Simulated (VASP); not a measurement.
Crystal: MoW2.

```xyz
3
Lattice="3.8142 0.0000 0.0000 -1.9071 3.3032 0.0000 0.0000 0.0000 4.1015" Properties=species:S:1:pos:R:3 pbc="T T T"
Mo    0.0000    0.0000    0.0000
W     0.0000    2.2021    2.0508
W     1.9071    1.1011    2.0508
```

| Item | Value |
| --- | --- |
| Program | VASP 6.6.1 |
| Task | relaxation of cell and atoms |
| Functional | PBE |
| Potentials or basis | VASP PAW PBE potentials, release 64 (Mo_sv, W_sv) |
| Cutoff | 600 eV |
| k mesh | 6 × 6 × 4 |
| Occupations | gaussian, width 0.1 eV |
| Spin | no spin polarisation |

At the start: pressure 37.3 GPa; volume 17.23 Å³/atom.

Task: How do energy, volume and symmetry change on relaxing?

Result: Over 17 steps the energy falls by 1606.6 meV/atom and the volume is 16.59 Å³/atom (-3.7 %); space group P6/mmm (No. 191, to 0.05 Å).

The path:
```tsv
step	energy change (eV)	largest force (eV/Å)	pressure (GPa)	volume (Å³)
1	0.0000	0.0000	37.27	51.68
2	2.4483	0.0000	-36.85	85.39
3	-1.4624	0.0000	-14.08	63.01
4	-1.5068	0.0000	-10.09	61.51
5	-1.5104	0.0000	-8.37	60.92
6	-2.8472	0.0000	-6.32	55.80
7	-4.2834	0.0000	10.24	48.26
8	-4.3239	0.0000	16.57	47.19
9	-4.3015	0.0000	32.59	44.99
10	-4.3986	0.0000	30.96	45.07
11	-4.4048	0.0000	31.04	45.06
12	-4.5792	0.0000	22.76	46.10
13	-4.8163	0.0000	2.27	49.29
14	-4.8190	0.0000	0.31	49.66
15	-4.8189	0.0000	-0.18	49.75
16	-4.8193	0.0000	-0.21	49.76
17	-4.8199	0.0000	-0.27	49.77
```

Final structure:
```
Mo W
1.0
     4.62452    0.00000    0.00000
    -2.31226    4.00495    0.00000
     0.00000    0.00000    2.68739
Mo W
1 2
Direct
  0.00000 0.00000 0.00000
  0.33333 0.66667 0.50000
  0.66667 0.33333 0.50000
```

Caveat: the k points lie up to 0.58 Å⁻¹ apart in the final cell.
